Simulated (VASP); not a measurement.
Si4Ge3, 14 atoms in the cell. The structure is trigonal, space group R-3 (No. 148). Conventional cell: a = 10.440 Å, b = 10.440 Å, c = 9.673 Å, α = 90.00°, β = 90.00°, γ = 120.00°. Within 3.1 Å of Si (site symmetry 1) lie 2 Si at 2.36 to 2.38 Å and 2 Ge at 2.42 Å. Within 3.1 Å of Si (site symmetry 3) lie 4 Si at 2.38 Å. Ge (site symmetry 1) has 2 Si at 2.42 Å and 2 Ge at 2.48 Å within 3.2 Å. 

| Quantity | Value |
| --- | --- |
| Program | VASP 6.6.1 |
| Task | single point |
| Functional | PBE |
| Potentials or basis | VASP PAW PBE potentials, release 64 (Si, Ge_d) |
| Cutoff | 520 eV |
| k mesh | 3 × 3 × 3 |
| Occupations | gaussian, width 0.1 eV |
| Spin | no spin polarisation |
| Dipole correction | no |
| Further INCAR settings | ALGO = Normal; EDIFF = 1e-06; NBANDS = 71 |

Potentials or basis: VASP PAW PBE potentials, release 64 (Si, Ge_d).

Run with:

```console
$ cat potpaw_PBE.64/Si/POTCAR potpaw_PBE.64/Ge_d/POTCAR > POTCAR
$ mpirun -np 1 vasp_std > vasp.out
```

Hardware: 1 thread of Intel(R) Xeon(R) 6975P-C (Granite Rapids), with other jobs on the host.

Estimate the wall time of this run.

It took 90 s on 1 thread of Intel(R) Xeon(R) 6975P-C (Granite Rapids), on a shared host, peak memory 0.41 GiB. Counts: scf iterations 14, k points 6.
